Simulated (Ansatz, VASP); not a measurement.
# One calculation of AlGa3As4, two programs

```
Al Ga As
1.0
     3.89199    0.00000    0.00000
     0.00000    3.89199    0.00000
     0.00000    0.00000   11.00822
Al Ga As
1 3 4
Direct
  0.50000 0.50000 0.50000
  0.00000 0.00000 0.75000
  0.50000 0.50000 0.00000
  0.00000 0.00000 0.25000
  0.50000 0.00000 0.87500
  0.00000 0.50000 0.12500
  0.50000 0.00000 0.37500
  0.00000 0.50000 0.62500
```

Alike in both runs: task single point; functional PBE; k mesh 4 × 4 × 2; occupations gaussian, width 0.1 eV; no spin polarisation.

```csv
,VASP,Ansatz
version,VASP 6.6.1,Ansatz 0.2.0
potentials or method,"VASP PAW PBE potentials, release 64 (Al, Ga_d, As), cutoff 520 eV","scalar-relativistic, plane waves, PAW"
valence electrons in the cell,62,102
```

```tsv
	VASP	Ansatz	Ansatz less VASP
gap on the k mesh at the Fermi level (eV)	1.26	1.27	+0.010
least direct gap on the mesh (eV)	1.29	1.30	+0.010
pressure (GPa)	10.9	10.7	-0.26
traceless stress, the component that is largest in VASP (GPa)	-0.82	-0.82	+0.001
rms of the force components (eV/Å)	0.036	0.035	-0.0006
```

Atom by atom the forces differ by 0.001 eV/Å (rms over components). The functional is the same, so the differences come from potentials, cutoffs and numerics. VASP's potentials hold 62 valence electrons a cell and Ansatz's 102, so a difference there can come from the potentials and not from the codes.
